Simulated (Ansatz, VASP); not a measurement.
# MnO: VASP beside Ansatz

The input INCAR:

```
PREC = Accurate
ENCUT = 520
EDIFF = 1E-7
ISMEAR = 0
SIGMA = 0.15
LREAL = False
LASPH = True
NELM = 150
ALGO = Normal
ISIF = 2
LWAVE = False
LCHARG = False
ISPIN = 2
MAGMOM = 4.41 0.25
LORBIT = 11
LMAXMIX = 4
GGA = PS
NBANDS = 20
```

Contents of KPOINTS:

```
Automatic mesh
0
Gamma
  20 20 20
```

File POSCAR:

```
MnO
1.0
    0.0000000000      2.2220000000      2.2220000000
    2.2220000000      0.0000000000      2.2220000000
    2.2220000000      2.2220000000      0.0000000000
Mn O
1 1
Direct
    0.0000000000      0.0000000000      0.0000000000
    0.5000000000      0.5000000000      0.5000000000
```

Input for Ansatz:

```yaml
crystal:
  lattice:
    - [0.0, 2.222, 2.222]
    - [2.222, 0.0, 2.222]
    - [2.222, 2.222, 0.0]
  atoms:
    - { symbol: Mn, position: [0.0, 0.0, 0.0], spin: 4.41 }
    - { symbol: O, position: [0.5, 0.5, 0.5], spin: 0.25 }
basis:
  ecutwfc: 420
kpoints:
  mp_grid: { grid: [20, 20, 20] }
hamiltonian:
  xc: pbesol
scf:
  occupations: { method: gaussian, width: 0.15 }
output:
  forces: true
  stress: true
  eigenvalues: true
  populations: true
  write_density: true
  write_potential: true
  elf: true
  volumetric_format: npy
magnetization:
  spin_polarized: true
```

Alike in both runs: task single point; functional PBEsol; k mesh 20 × 20 × 20; occupations gaussian, width 0.15 eV; collinear spin.

```csv
,VASP,Ansatz
version,VASP 6.6.1,Ansatz 0.2.0
potentials or method,"VASP PAW PBE potentials, release 64 (Mn_pv, O), cutoff 520 eV","scalar-relativistic, plane waves, PAW"
valence electrons in the cell,19,21
```

Ansatz gave:

* gap on the k mesh at the Fermi level (eV): none
* pressure (GPa): -7.6
* net moment per atom (μB): 2.36
* size of the moment on the site where the two differ most (μB): 4.00

Q: What did VASP give for the same quantities?

A: gap on the k mesh at the Fermi level (eV): none; pressure (GPa): -7.4; net moment per atom (μB): 2.36; size of the moment on the site where the two differ most (μB): 4.29.

VASP's potentials were made for PBE, not for PBEsol. Site moments also hang on the region over which each program counts them. A gap of «none» marks a metal or a gap that the smearing closes. The functional is the same, so the differences come from potentials, cutoffs and numerics. VASP's potentials hold 19 valence electrons a cell and Ansatz's 21, so a difference there can come from the potentials and not from the codes.
